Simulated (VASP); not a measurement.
Here is a VASP 6.6.1 calculation.

File INCAR:

```
ALGO = Normal
EDIFF = 1E-6
ENCUT = 520
GGA = PE
ISIF = 2
ISMEAR = 0
LASPH = T
LCHARG = F
LREAL = F
LWAVE = F
NBANDS = 16
NELM = 100
PREC = Accurate
SIGMA = 0.05
```

KPOINTS

```
k-points
0
Gamma
  10 10 10
```

Contents of POSCAR:

```
ZnS
1.0
    0.0000000000      2.7046500000      2.7046500000
    2.7046500000      0.0000000000      2.7046500000
    2.7046500000      2.7046500000      0.0000000000
Zn S
1 1
Direct
    0.0533664494      0.0533664494      0.0533664494
    0.7500000000      0.7500000000      0.7500000000
```

Potentials or basis: VASP PAW PBE potentials, release 64 (Zn, S).

Launch:

```sh
$ cat potpaw_PBE.64/Zn/POTCAR potpaw_PBE.64/S/POTCAR > POTCAR
$ mpirun -np 1 vasp_std > vasp.out
```

Q: What does it give for the pressure?

A: 5.1 GPa.

Q: Predict the band gap on the k mesh.

A: 2.17 eV, direct.

Q: Predict the largest force.

A: 0.766 eV/Å.

Forces on the atoms (eV/Å):
```
Zn  -0.442 -0.442 -0.442
S    0.442  0.442  0.442
```

Caveat: the cell differs from its parent crystal (all Zn atoms moved -0.500 Å, as atom 1 towards its neighbour atom 2 (S) at 2.342 Å). A k mesh can miss the band edges.
